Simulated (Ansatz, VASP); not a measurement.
Li3H8 in VASP and in Ansatz

```
Li H
1.0
     5.85172    0.00000    0.00000
    -2.92586    5.06774    0.00000
     0.00000    0.00000    5.62909
Li H
3 8
Direct
  0.47268 0.52732 0.50000
  0.47268 0.94536 0.50000
  0.05464 0.52732 0.50000
  0.76572 0.66062 0.00000
  0.33938 0.10510 0.00000
  0.89490 0.23428 0.00000
  0.33938 0.23428 0.00000
  0.89490 0.66062 0.00000
  0.76572 0.10510 0.00000
  0.33333 0.66667 0.70986
  0.33333 0.66667 0.29014
```

Alike in both runs: functional PBE; k mesh 6 × 6 × 8; occupations gaussian, width 0.1 eV; no spin polarisation.

Ansatz relaxed the structure, and its values are those at the end. VASP's run is a single point on that final structure, the one shown.

|  | VASP | Ansatz |
| --- | --- | --- |
| version | VASP 6.6.1 | Ansatz 0.2.0 |
| potentials or method | VASP PAW PBE potentials, release 64 (Li_sv, H), cutoff 520 eV | scalar-relativistic, plane waves, PAW |
| valence electrons in the cell | 17 | 17 |

Ansatz gave:

```
gap on the k mesh at the Fermi level (eV) : none
rms of the force components (eV/Å)        : 0.002
```

**Question.** Which values does VASP return?

**Answer.** gap on the k mesh at the Fermi level (eV): none; rms of the force components (eV/Å): 0.006.

A gap of «none» marks a metal or a gap that the smearing closes.

Noted on VASP's run: the cutoff is under 1.25 times that of the potentials, so the pressure is a little rough.
